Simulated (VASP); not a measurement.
Ti2Al:

```
CELL_PARAMETERS angstrom
2.73511 0.00000 0.00000
0.00000 2.73511 0.00000
0.00000 0.00000 5.22565
ATOMIC_POSITIONS crystal
Ti 0.50000 0.50000 0.27000
Ti 0.50000 0.50000 0.73000
Al 0.00000 0.00000 0.00000
```

| Property | Result |
| --- | --- |
| Program | VASP 6.6.1 |
| Task | relaxation of cell and atoms |
| Functional | PBE |
| Potentials or basis | VASP PAW PBE potentials, release 64 (Ti_sv, Al) |
| Cutoff | 600 eV |
| k mesh | 6 × 6 × 4 |
| Occupations | gaussian, width 0.1 eV |
| Spin | no spin polarisation |

At the start: pressure 59.3 GPa; volume 13.03 Å³/atom.

Q: Where does the relaxation end?

A: Over 12 steps the energy falls by 994.7 meV/atom and the volume is 17.38 Å³/atom (+33.4 %); space group P4/mmm (No. 123, to 0.05 Å).

Step by step:
| step | energy change (eV) | largest force (eV/Å) | pressure (GPa) | volume (Å³) |
| --- | --- | --- | --- | --- |
| 1 | 0.0000 | 3.5673 | 59.29 | 39.09 |
| 2 | 14.2387 | 1.1868 | -35.23 | 72.97 |
| 3 | -2.5180 | 0.3785 | -4.13 | 55.40 |
| 4 | -2.5578 | 0.3350 | -2.11 | 54.43 |
| 5 | -2.5715 | 0.3334 | -1.51 | 54.09 |
| 6 | -2.8603 | 0.1353 | -2.21 | 53.80 |
| 7 | -2.9773 | 0.0752 | -1.63 | 53.24 |
| 8 | -2.9776 | 0.0833 | -1.58 | 53.21 |
| 9 | -2.9810 | 0.1562 | 1.08 | 51.76 |
| 10 | -2.9825 | 0.1291 | 0.10 | 52.28 |
| 11 | -2.9838 | 0.0698 | 0.05 | 52.22 |
| 12 | -2.9842 | 0.0146 | -0.02 | 52.14 |

Final structure:
```
Ti Al
1.0
     2.78776    0.00000    0.00000
     0.00000    2.78776    0.00000
     0.00000    0.00000    6.70930
Ti Al
2 1
Direct
  0.50000 0.50000 0.28971
  0.50000 0.50000 0.71029
  0.00000 0.00000 0.00000
```

Caveat: the k points lie up to 0.38 Å⁻¹ apart in the final cell; the volume moved by over 15 % at a fixed basis, so the end points are rough.
